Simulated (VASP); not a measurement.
Here is a VASP 6.6.1 calculation.

File INCAR:

```
PREC = Accurate ; ENCUT = 500
EDIFF = 1E-6 ; ISMEAR = 0
SIGMA = 0.01 ; LREAL = False
LASPH = True ; NELM = 120
ALGO = Normal ; ISIF = 2
LWAVE = False ; LCHARG = False
GGA = PS ; IVDW = 13
NBANDS = 16 ; GGA_COMPAT = False
```

KPOINTS

```
regular mesh
0
Gamma
  6 6 4
```

The input POSCAR:

```
Si
1.0
    3.8321168108      0.0000000000      0.0000000000
   -1.9160584054      3.3187105084      0.0000000000
    0.0000000000      0.0000000000      6.3412386841
Si
4
Direct
    0.3333333333      0.6666666667      0.0630612447
    0.6666666667      0.3333333333      0.5630612447
    0.3333333333      0.6666666667      0.4369387553
    0.6666666667      0.3333333333      0.9369387553
```

Potentials or basis: VASP PAW PBE potentials, release 64 (Si).

Run with:

```console
$ cat potpaw_PBE.64/Si/POTCAR > POTCAR
$ mpirun -np 1 vasp_std > vasp.out
```

**Question.** Predict the largest force.

**Answer.** 0.016 eV/Å.

**Question.** What does it give for the pressure?

**Answer.** -1.8 GPa.

**Question.** Predict the dispersion energy per atom.

**Answer.** -0.188 eV.

Stress tensor (GPa, compression positive):
```
-1.63  0.00  0.00
 0.00 -1.63  0.00
 0.00  0.00 -2.04
```

Caveat: the PAW data sets were made with another functional, which shifts forces and pressure a little.
